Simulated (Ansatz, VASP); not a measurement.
# Ga2P3: VASP beside Ansatz

The input INCAR:

```
SYSTEM = Ga2P3
  PREC = Accurate
  ENCUT = 520
  EDIFF = 1E-7
  ISMEAR = 0
  SIGMA = 0.1
  LREAL = .FALSE.
  LASPH = .TRUE.
  NELM = 60
  ALGO = Normal
  ISIF = 2
  LWAVE = .FALSE.
  LCHARG = .TRUE.
  GGA = PE
  LELF = .TRUE.
  LVHAR = .TRUE.
  NBANDS = 28
```

The input KPOINTS:

```
regular mesh
0
G
  4 4 4
  0 0 0
```

Contents of POSCAR:

```
Ga2P3
1.0
    4.6221635500      0.0000000000      0.0000000000
    0.0000000000      4.6221635500      0.0000000000
    0.0000000000      0.0000000000      4.6221635500
Ga P
2 3
Direct
    0.0000000000      0.0000000000      0.0000000000
    0.5000000000      0.5000000000      0.5000000000
    0.0000000000      0.5000000000      0.5000000000
    0.5000000000      0.0000000000      0.5000000000
    0.5000000000      0.5000000000      0.0000000000
```

Input for Ansatz:

```yaml
crystal:
  lattice:
    - [4.62216355, 0.0, 0.0]
    - [0.0, 4.62216355, 0.0]
    - [0.0, 0.0, 4.62216355]
  atoms:
    - { symbol: Ga, position: [0.0, 0.0, 0.0] }
    - { symbol: Ga, position: [0.5, 0.5, 0.5] }
    - { symbol: P, position: [0.0, 0.5, 0.5] }
    - { symbol: P, position: [0.5, 0.0, 0.5] }
    - { symbol: P, position: [0.5, 0.5, 0.0] }
basis:
  ecutwfc: 420
kpoints:
  mp_grid: { grid: [4, 4, 4] }
hamiltonian:
  xc: pbe
scf:
  occupations: { method: gaussian, width: 0.1 }
  lower_state_search: "off"
output:
  forces: true
  stress: true
  eigenvalues: true
```

Alike in both runs: task single point; functional PBE; k mesh 4 × 4 × 4; occupations gaussian, width 0.1 eV; no spin polarisation.

|  | VASP | Ansatz |
| --- | --- | --- |
| version | VASP 6.6.1 | Ansatz 0.2.0 |
| potentials or method | VASP PAW PBE potentials, release 64 (Ga_d, P), cutoff 520 eV | scalar-relativistic, plane waves, PAW |
| valence electrons in the cell | 41 | 41 |

```csv
,VASP,Ansatz,Ansatz less VASP
gap on the k mesh at the Fermi level (eV),none,none,-
pressure (GPa),3.4,3.5,+0.03
```

A gap of «none» marks a metal or a gap that the smearing closes. The functional is the same, so the differences come from potentials, cutoffs and numerics.
